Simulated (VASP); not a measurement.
Set up this calculation in VASP 6.6.1, as the native input.

| Item | Value |
| --- | --- |
| Task | electric field gradients |
| Functional | r2SCAN |
| Potentials or basis | VASP PAW PBE potentials, release 64 (Os) |
| Cutoff | 580 eV |
| k mesh | 15 × 15 × 9 |
| Occupations | fermi-dirac, width 0.05 eV |
| Spin | no spin polarisation |
| Dipole correction | no |
| Further INCAR settings | ALGO = Normal; EDIFF = 1e-08; NBANDS = 15 |

Crystal: Os.

```
Os
1.0
     2.78227    0.00000    0.00000
    -1.39114    2.40952    0.00000
     0.00000    0.00000    4.38325
Os
2
Direct
  0.33333 0.66667 0.25000
  0.66667 0.33333 0.75000
```

One way to write it, as run:

POSCAR

```
Os
1.0
    2.7822717212      0.0000000000      0.0000000000
   -1.3911358606      2.4095179908      0.0000000000
    0.0000000000      0.0000000000      4.3832459359
Os
2
Direct
    0.3333333333      0.6666666667      0.2500000000
    0.6666666667      0.3333333333      0.7500000000
```

INCAR.step1

```
PREC     = Accurate       # precision mode
ENCUT    = 580            # plane-wave cutoff, eV
ISMEAR   = -1             # smearing method
SIGMA    = 0.05           # smearing width, eV
LREAL    = False          # projectors in reciprocal space
LASPH    = True           # aspherical terms in the spheres
NELM     = 120            # most SCF steps
NBANDS   = 15             # bands
GGA      = PE             # functional
ALGO     = Normal         # electronic algorithm
EDIFF    = 1E-5           # SCF threshold, eV
LWAVE    = True           # write WAVECAR
LCHARG   = False          # write CHGCAR
GGA_COMPAT= False
```

INCAR.step2

```
PREC     = Accurate       # precision mode
ENCUT    = 580            # plane-wave cutoff, eV
EDIFF    = 1E-8           # SCF threshold, eV
ISMEAR   = -1             # smearing method
SIGMA    = 0.05           # smearing width, eV
LREAL    = False          # projectors in reciprocal space
LASPH    = True           # aspherical terms in the spheres
NELM     = 120            # most SCF steps
ALGO     = Normal         # electronic algorithm
ISIF     = 2              # what is computed and relaxed
LWAVE    = False          # write WAVECAR
LCHARG   = False          # write CHGCAR
METAGGA  = R2SCAN         # meta-GGA
LMIXTAU  = True         
LEFG     = True         
NBANDS   = 15             # bands
ISTART   = 1            
GGA_COMPAT= False
```

KPOINTS

```
Automatic mesh
0
Gamma
  15 15 9
```

Potentials or basis: VASP PAW PBE potentials, release 64 (Os).

The run is started by

```bash
$ cat potpaw_PBE.64/Os/POTCAR > POTCAR
$ cp INCAR.step1 INCAR
$ mpirun -np 1 vasp_std > vasp.out
$ cp INCAR.step2 INCAR
$ mpirun -np 1 vasp_std > vasp.out
```

Results of the run:

The pressure is -17.5 GPa and the band gap on the k mesh is zero (bands 8 and 9 overlap by 3.64 eV). The largest electric field gradient by atom is Os -76.8 V/Å².

Caveat: the cell stands under tension; without QUAD_EFG the Cq values of the log hold for a quadrupole moment of 1 mb, not for the nuclei; the PAW data sets were made with another functional, which shifts forces and pressure a little; spin-orbit coupling is left out, which moves the levels of the heavy elements.

It took 94 s on 1 thread of Intel(R) Xeon(R) 6975P-C (Granite Rapids), with other jobs on the host, peak memory 0.2 GiB.
